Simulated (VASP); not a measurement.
# Mn (Fd-3m) in VASP: a series of runs

Mn is run at these levels: PBEsol; tasks: single point.

Everything below comes from runs of VASP 6.6.1. Logs are shortened: lines on timing, memory, paths and dates and some standing lists are left out, and cuts for length are marked.

## 1. The cell of the first run

It takes space group Fd-3m (No. 227, cubic). The conventional cell has a = 4.768 Å, b = 4.768 Å, c = 4.768 Å, α = 90.00°, β = 90.00°, γ = 90.00°. Within 2.7 Å of Mn (site symmetry -43m) lie 4 Mn at 2.06 Å.

This isn't the form of Mn at room conditions, which is a 58-atom cubic cell.

## 2. Single point, PBEsol, collinear spin, antiferromagnetic start (13.55 Å³/atom)

Input file INCAR:

```
SYSTEM = Mn
PREC     = Accurate       ! precision mode
ENCUT    = 520            ! plane-wave cutoff, eV
EDIFF    = 1E-6           ! SCF threshold, eV
ISMEAR   = -1             ! smearing method
SIGMA    = 0.05           ! smearing width, eV
LREAL    = .False.        ! projectors in reciprocal space
LASPH    = .True.         ! aspherical terms in the spheres
NELM     = 150            ! most SCF steps
ALGO     = Normal         ! electronic algorithm
ISIF     = 2              ! what is computed and relaxed
LWAVE    = .False.        ! write WAVECAR
LCHARG   = .False.        ! write CHGCAR
ISPIN    = 2              ! spin polarisation
MAGMOM   = 1.516 -1.516   ! initial moments
LORBIT   = 11             ! projections on sites
LMAXMIX  = 4              ! l up to which the mixer works
GGA      = PS             ! functional
NBANDS   = 24             ! bands
```

Input file KPOINTS:

```
Automatic mesh
0
Gamma
  12 12 12
  0 0 0
```

Input file POSCAR:

```
Mn
1.0
    0.0000000000      2.3838669755      2.3838669755
    2.3838669755      0.0000000000      2.3838669755
    2.3838669755      2.3838669755      0.0000000000
Mn
2
Direct
    0.1250000000      0.1250000000      0.1250000000
    0.8750000000      0.8750000000      0.8750000000
```

Potentials or basis: VASP PAW PBE potentials, release 64 (Mn_pv).

Launch:

```bash
> cat potpaw_PBE.64/Mn_pv/POTCAR > POTCAR
> mpirun -np 1 vasp_std > vasp.out
```

OUTCAR:

```text
SYSTEM = Mn
   PREC = Accurate
   ENCUT = 520
   EDIFF = 1E-6
   ISMEAR = -1
   LREAL = .False.
   LASPH = .True.
   NELM = 150
   ISIF = 2
   ISPIN = 2
   LORBIT = 11
   GGA = PS

 ion  position               nearest neighbor table
   1  0.125  0.125  0.125-   2 2.06   2 2.06   2 2.06   2 2.06
   2  0.875  0.875  0.875-   1 2.06   1 2.06   1 2.06   1 2.06

  LATTYP: Found a face centered cubic cell.
 ALAT       =     4.7677339510

  Lattice vectors:

 A1 = (   0.0000000000,   2.3838669755,   2.3838669755)
 A2 = (   2.3838669755,   0.0000000000,   2.3838669755)
 A3 = (   2.3838669755,   2.3838669755,   0.0000000000)

Analysis of symmetry for initial positions (statically):
=====================================================================
 Subroutine PRICEL returns:
 Original cell was already a primitive cell.

 Routine SETGRP: Setting up the symmetry group for a
 face centered cubic supercell.

 Subroutine GETGRP returns: Found 48 space group operations
 (whereof 12 operations were pure point group operations)
 out of a pool of 48 trial point group operations.

The static configuration has the point symmetry D_3d.
 The point group associated with its full space group is O_h .

Analysis of symmetry for dynamics (positions and initial velocities):
=====================================================================
 Subroutine PRICEL returns:
 Original cell was already a primitive cell.

 Routine SETGRP: Setting up the symmetry group for a
 face centered cubic supercell.

 Subroutine GETGRP returns: Found 48 space group operations
 (whereof 12 operations were pure point group operations)
 out of a pool of 48 trial point group operations.

The dynamic configuration has the point symmetry D_3d.
 The point group associated with its full space group is O_h .

Analysis of structural, dynamic, and magnetic symmetry:
=====================================================================
 Subroutine PRICEL returns:
 Original cell was already a primitive cell.

 Routine SETGRP: Setting up the symmetry group for a
 face centered cubic supercell.

 Subroutine GETGRP returns: Found 48 space group operations
 (whereof 12 operations were pure point group operations)
 out of a pool of 48 trial point group operations.

The overall configuration has the point symmetry D_3d.
 The point group associated with its full space group is O_h .

 Subroutine INISYM returns: Found 48 space group operations
 (whereof 12 operations are pure point group operations),
 and found     1 'primitive' translations

----------------------------------------------------------------------------------------

                                     Primitive cell

  volume of cell :      27.0942
[... 115 lines left out ...]
   LHFCALC =     F    Hartree Fock is set to
   AEXX    =    0.0000 exact exchange contribution
   IVDW    =     0    specifies the selected vdW correction
   LEPSILON=     F    determine dielectric tensor
   LRPA    =     F    only Hartree local field effects (RPA)
 spin polarized calculation
  energy-cutoff  :      520.00
  volume of cell :       27.09
 maximum number of plane-waves:       745
 NGX is ok and might be reduce to    28
   NGX = 13   NGY = 13   NGZ = 13

 number of electron      26.0000003 magnetization      -0.0000000

 number of electron      26.0000003 magnetization       0.0000000

 Free energy of the ion-electron system (eV)
  ---------------------------------------------------
  ext. energy  EPLUGINS =         0.00000000
  ---------------------------------------------------
  free energy    TOTEN  =       -16.38667797 eV

  energy without entropy =      -16.37579430  energy(sigma->0) =      -16.38123613

 E-fermi :   7.2389     XC(G=0): -12.4760

 val. band max:        7.2332161610   @ k =  -0.3333   0.3333   0.0000
 cond. band min:       7.2393999501   @ k =   0.1667   0.0000   0.0000
 fundamental gap:      0.0061837890
 Fermi energy:         7.2389369916

 spin component 1

 k-point     1 :       0.0000    0.0000    0.0000
  band No.  band energies     occupation
      1     -40.8677      1.00000
      2     -40.8677      1.00000
      3     -40.8677      1.00000
      4     -39.6343      1.00000
      5     -39.6343      1.00000
      6     -39.6343      1.00000
[... 637 lines left out ...]
     23      25.6390      0.00000
     24      29.2566      0.00000

 [... further k-points ...]

 spin component 2

 k-point     1 :       0.0000    0.0000    0.0000
  band No.  band energies     occupation
      1     -40.8677      1.00000
      2     -40.8677      1.00000
      3     -40.8677      1.00000
      4     -39.6343      1.00000
      5     -39.6343      1.00000
      6     -39.6343      1.00000
[... 637 lines left out ...]
     23      25.6390      0.00000
     24      29.2566      0.00000

 [... further k-points ...]

------------------------ aborting loop because EDIFF is reached ----------------------------------------

  FORCE on cell =-STRESS in cart. coord.  units (eV):
  Direction    XX          YY          ZZ          XY          YZ          ZX
  --------------------------------------------------------------------------------------
  -------------------------------------------------------------------------------------
  Total        2.8241384      2.8241384      2.8241384     -0.0000000      0.0000000     -0.0000000
  in kB      167.0015546    167.0015546    167.0015546     -0.0000000      0.0000000     -0.0000000
  external PRESSURE =     167.0015546 kB  Pullay stress =       0.0000000 kB

 VOLUME and BASIS-vectors are now :
 -----------------------------------------------------------------------------
  energy-cutoff  :      520.00
  volume of cell :       27.09
      direct lattice vectors                 reciprocal lattice vectors
     0.000000000  2.383866976  2.383866976    -0.209743247  0.209743247  0.209743247
     2.383866976  0.000000000  2.383866976     0.209743247 -0.209743247  0.209743247
     2.383866976  2.383866976  0.000000000     0.209743247  0.209743247 -0.209743247

 POSITION                                       TOTAL-FORCE (eV/Angst)
 -----------------------------------------------------------------------------------
      0.59597      0.59597      0.59597         0.000000      0.000000      0.000000
      4.17177      4.17177      4.17177        -0.000000     -0.000000     -0.000000
 -----------------------------------------------------------------------------------
    total drift:                                0.000000     -0.000000     -0.000000

  FREE ENERGIE OF THE ION-ELECTRON SYSTEM (eV)
  ---------------------------------------------------
  free  energy   TOTEN  =       -16.3866779711 eV

  energy  without entropy=      -16.3757942964  energy(sigma->0) =      -16.38123613

 total charge

# of ion       s       p       d       tot
------------------------------------------
    1        0.522   6.310   5.425  12.258
    2        0.522   6.310   5.425  12.258
--------------------------------------------------
tot          1.045  12.620  10.851  24.515

 magnetization (x)

# of ion       s       p       d       tot
------------------------------------------
    1        0.018  -0.011   0.732   0.738
    2       -0.018   0.011  -0.732  -0.738
--------------------------------------------------
tot         -0.000   0.000   0.000  -0.000
```

OSZICAR:

```text
N       E                     dE             d eps       ncg     rms          rms(c)
DAV:   1     0.263823526232E+03    0.26382E+03   -0.15150E+04  6960   0.145E+03
DAV:   2    -0.705038968448E+01   -0.27087E+03   -0.25845E+03  7064   0.399E+02
DAV:   3    -0.176365582403E+02   -0.10586E+02   -0.10549E+02  8064   0.922E+01
DAV:   4    -0.177426567782E+02   -0.10610E+00   -0.10609E+00  7728   0.896E+00
DAV:   5    -0.177446683170E+02   -0.20115E-02   -0.20115E-02  8024   0.124E+00    0.150E+01
DAV:   6    -0.164508331758E+02    0.12938E+01   -0.51561E+00  7960   0.283E+01    0.455E+00
DAV:   7    -0.164006572146E+02    0.50176E-01   -0.26680E-01  7768   0.629E+00    0.268E+00
DAV:   8    -0.163913172194E+02    0.93400E-02   -0.10536E-02  8064   0.126E+00    0.128E+00
DAV:   9    -0.163855924936E+02    0.57247E-02   -0.24027E-02  7864   0.125E+00    0.171E-01
DAV:  10    -0.163860530500E+02   -0.46056E-03   -0.29900E-03  7896   0.378E-01    0.137E-01
DAV:  11    -0.163862333089E+02   -0.18026E-03   -0.82121E-04  9512   0.214E-01    0.109E-01
DAV:  12    -0.163865818528E+02   -0.34854E-03   -0.83292E-03  8792   0.699E-01    0.505E-02
DAV:  13    -0.163866374046E+02   -0.55552E-04   -0.78754E-04  8384   0.201E-01    0.286E-02
DAV:  14    -0.163866712701E+02   -0.33866E-04   -0.24051E-03  9152   0.364E-01    0.107E-02
DAV:  15    -0.163866777140E+02   -0.64439E-05   -0.59212E-05  7048   0.733E-02    0.822E-03
DAV:  16    -0.163866776109E+02    0.10302E-06   -0.20294E-05  5152   0.367E-02    0.308E-03
DAV:  17    -0.163866779711E+02   -0.36020E-06   -0.39042E-06  3632   0.188E-02
   1 F= -.16386678E+02 E0= -.16381236E+02  d E =-.108837E-01  mag=     0.0000
```

stdout:

```text
POSCAR found type information on POSCAR Mn
 POSCAR found :  1 types and       2 ions
 scaLAPACK will be used
 -----------------------------------------------------------------------------
|                                                                             |
|                                                                             |
|     You enforced a specific xc type in the INCAR file but a different       |
|     I HOPE YOU KNOW WHAT YOU ARE DOING!                                     |
|                                                                             |
 -----------------------------------------------------------------------------

 LDA part: xc-table for (Slater+PW92), standard interpolation
 POSCAR, INCAR and KPOINTS ok, starting setup
 FFT: planning ... GRIDC
 FFT: planning ... GRID_SOFT
 FFT: planning ... GRID
 WAVECAR not read
 entering main loop
```

Run time: 95 s. Hardware: 1 thread of Intel Xeon Platinum 8488C (Sapphire Rapids), shared host; peak memory 0.21 GiB.

Results:

| Item | Value |
| --- | --- |
| Free energy | -16.3867 eV |
| Pressure | 16.7 GPa |
| Band gap on the k mesh | zero (filled and empty bands overlap) |
| Net moment | 0.00 μB per cell |
| Site moments | Mn +0.74, -0.74 μB |
| Valence electrons inside the program's atomic spheres | Mn 12.26 |

Caveat: atoms lie so close that the PAW spheres overlap strongly, which falsifies energies and pressures; the cell stands under pressure; the antiferromagnetic order is the one typed at the start, and another may lie lower; the PAW data sets were made with another functional, which shifts forces and pressure a little.

(Continued in part 2 of 2.)

The gap in the log of VASP goes by the Fermi energy; the results here count the filled bands.